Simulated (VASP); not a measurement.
Wanted: the native input for a VASP 6.6.1 run.

| Item | Value |
| --- | --- |
| Task | single point |
| Functional | PBEsol |
| Potentials or basis | VASP PAW PBE potentials, release 64 (Ti_sv, O) |
| Cutoff | 520 eV |
| k mesh | 12 × 12 × 1 |
| Occupations | gaussian, width 0.1 eV |
| Spin | no spin polarisation |
| Dipole correction | yes |
| Further INCAR settings | ALGO = Normal; EDIFF = 1e-07; NBANDS = 35 |

The structure of Ti4O lies in POSCAR:

```
Ti4O
1.0
    2.8679135954      0.0000000000      0.0000000000
   -1.4339567977      2.4836860295      0.0000000000
    0.0000000000      0.0000000000     26.0249249352
Ti O
4 1
Direct
    0.6666666667      0.3333333333      0.3266099719
    0.3333333333      0.6666666667      0.4165868556
    0.0000000000      0.0000000000      0.5080269110
    0.6666666667      0.3333333333      0.5921085072
    1.3333333333      0.6666666667      0.7045465813
```

These files were run (other wordings do the same):

INCAR

```
SYSTEM = Ti4O
  ALGO = Normal
  DIPOL = 0.5 0.5 0.510
  EDIFF = 1E-7
  ENCUT = 520
  GGA = PS
  IDIPOL = 3
  ISIF = 2
  ISMEAR = 0
  LASPH = .True.
  LCHARG = .True.
  LDIPOL = .True.
  LELF = .True.
  LREAL = .False.
  LVACPOTAV = .True.
  LVHAR = .True.
  LWAVE = .False.
  NBANDS = 35
  NELM = 60
  PREC = Accurate
  SIGMA = 0.1
```

KPOINTS

```
k-points
0
Gamma
  12 12 1
  0 0 0
```

Potentials or basis: VASP PAW PBE potentials, release 64 (Ti_sv, O).

Run with:

```console
$ cat potpaw_PBE.64/Ti_sv/POTCAR potpaw_PBE.64/O/POTCAR > POTCAR
$ mpirun -np 1 vasp_std > vasp.out
```

It gave:

* Largest force: 2.112 eV/Å
* Band gap on the k mesh: zero (bands 27 and 28 overlap by 0.77 eV)

Caveat: the PAW data sets were made with another functional, which shifts forces and pressure a little.

Wall time 2.7 min on 1 thread of Intel(R) Xeon(R) 6975P-C (Granite Rapids), on a shared host, peak memory 0.38 GiB.
